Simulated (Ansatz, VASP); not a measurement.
**ZnSe3 in VASP and in Ansatz**

```xyz
4
Lattice="4.3273 0.0000 0.0000 0.0000 4.3273 0.0000 0.0000 0.0000 4.3273" Properties=species:S:1:pos:R:3 pbc="T T T"
Zn    0.0000    0.0000    0.0000
Se    0.0000    2.1636    2.1636
Se    2.1636    0.0000    2.1636
Se    2.1636    2.1636    0.0000
```

Alike in both runs: functional PBE; k mesh 10 × 10 × 10; occupations gaussian, width 0.1 eV; no spin polarisation.

Ansatz relaxed the structure, and its values are those at the end. VASP's run is a single point on that final structure, the one shown.

|  | VASP | Ansatz |
| --- | --- | --- |
| version | VASP 6.6.1 | Ansatz 0.2.0 |
| potentials or method | VASP PAW PBE potentials, release 64 (Zn, Se), cutoff 520 eV | scalar-relativistic, plane waves, PAW |
| valence electrons in the cell | 30 | 60 |

Ansatz gave:

```
gap on the k mesh at the Fermi level (eV) : none
pressure (GPa)                            : 0.0
```

Which values does VASP return?

gap on the k mesh at the Fermi level (eV): none; pressure (GPa): 0.1.

A gap of «none» marks a metal or a gap that the smearing closes. With one functional, cell and mesh, what is left measures potentials, basis and numerics. VASP's potentials hold 30 valence electrons a cell and Ansatz's 60, so a difference there can come from the potentials and not from the codes.
